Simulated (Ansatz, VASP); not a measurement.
**PtS2: VASP beside Ansatz**

```
Pt S
1.0
     3.54320    0.00000    0.00000
    -1.77160    3.06850    0.00000
     0.00000    0.00000   15.51940
Pt S
1 2
Direct
  0.00000 0.00000 0.50000
  0.33333 0.66667 0.58117
  0.66667 0.33333 0.41883
```

Alike in both runs: task single point; functional PBE; k mesh 24 × 24 × 1; occupations gaussian, width 0.05 eV; non-collinear spin, spin-orbit coupling.

|  | VASP | Ansatz |
| --- | --- | --- |
| version | VASP 6.6.1 | Ansatz 0.2.0 |
| potentials or method | VASP PAW PBE potentials, release 64 (Pt, S), cutoff 520 eV | plane waves, PAW |
| valence electrons in the cell | 22 | 30 |

Ansatz gave:

* rms of the force components (eV/Å): 0.067
* net moment per atom (μB): 0.00

Problem. What did VASP give for the same quantities?

Solution. rms of the force components (eV/Å): 0.077; net moment per atom (μB): 0.00.

Atom by atom the forces differ by 0.010 eV/Å (rms over components). With one functional, cell and mesh, what is left measures potentials, basis and numerics. VASP's potentials hold 22 valence electrons a cell and Ansatz's 30, so a difference there can come from the potentials and not from the codes.
